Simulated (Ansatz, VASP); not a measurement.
One calculation of SnSe2, two programs

INCAR

```
ALGO = Normal
EDIFF = 1E-6
ENCUT = 520
GGA = CA
ISIF = 2
ISMEAR = 0
LASPH = T
LCHARG = F
LREAL = F
LWAVE = F
NBANDS = 20
NELM = 100
PREC = Accurate
SIGMA = 0.01
```

Contents of KPOINTS:

```
k-points
0
Gamma
  12 12 4
```

POSCAR

```
SnSe2
1.0
    3.8251491972      0.0000000000      0.0000000000
   -1.9125745986      3.3126763781      0.0000000000
    0.0000000000      0.0000000000      6.2270814759
Sn Se
1 2
Direct
    0.0000000000      0.0000000000      0.0000000000
    0.3333333333      0.6666666667      0.2530781097
    0.6666666667      0.3333333333      0.7469218903
```

Input for Ansatz:

```yaml
crystal:
  lattice:
    - [3.8251491972, 0.0, 0.0]
    - [-1.9125745986, 3.3126763781, 0.0]
    - [0.0, 0.0, 6.2270814759]
  atoms:
    - { symbol: Sn, position: [0.0, 0.0, 0.0] }
    - { symbol: Se, position: [0.3333333333, 0.6666666667, 0.2530781097] }
    - { symbol: Se, position: [0.6666666667, 0.3333333333, 0.7469218903] }
kpoints:
  mp_grid: { grid: [12, 12, 4] }
  band_path:
    path:
      - [0.0, 0.0, 0.0]
      - [0.5, 0.0, 0.0]
      - [0.3333333333, 0.3333333333, 0.0]
      - [0.0, 0.0, 0.5]
      - [0.5, 0.0, 0.5]
      - [0.3333333333, 0.3333333333, 0.5]
      - [-0.088542, 0.171875, 0.0]
      - [0.0, 0.458333, 0.34375]
    npoints: 1
hamiltonian:
  xc: lda
scf:
  occupations: { method: fixed }
  n_extra_bands: 4
output:
  forces: true
  stress: true
  eigenvalues: true
```

Alike in both runs: task single point; functional LDA; k mesh 12 × 12 × 4; no spin polarisation.

|  | VASP | Ansatz |
| --- | --- | --- |
| version | VASP 6.6.1 | Ansatz 0.2.0 |
| potentials or method | VASP PAW LDA potentials, release 64 (Sn_d, Se) | plane waves, PAW |
| plane-wave cutoff (eV) | 520 | 420 |
| occupations | gaussian, width 0.01 eV | fixed |
| valence electrons in the cell | 26 | 46 |

```csv
,VASP,Ansatz,Ansatz less VASP
gap on the k mesh at the Fermi level (eV),0.62,0.61,-0.013
pressure (GPa),-1.5,-1.6,-0.16
"traceless stress, the component that is largest in VASP (GPa)",0.17,0.17,-0.003
rms of the force components (eV/Å),0.001,0.010,+0.0089
```

LDA's correlation is that of Perdew and Zunger in VASP and of Perdew and Wang (1992) in Ansatz. Atom by atom the forces differ by 0.011 eV/Å (rms over components). VASP's potentials hold 26 valence electrons a cell and Ansatz's 46, so a difference there can come from the potentials and not from the codes.
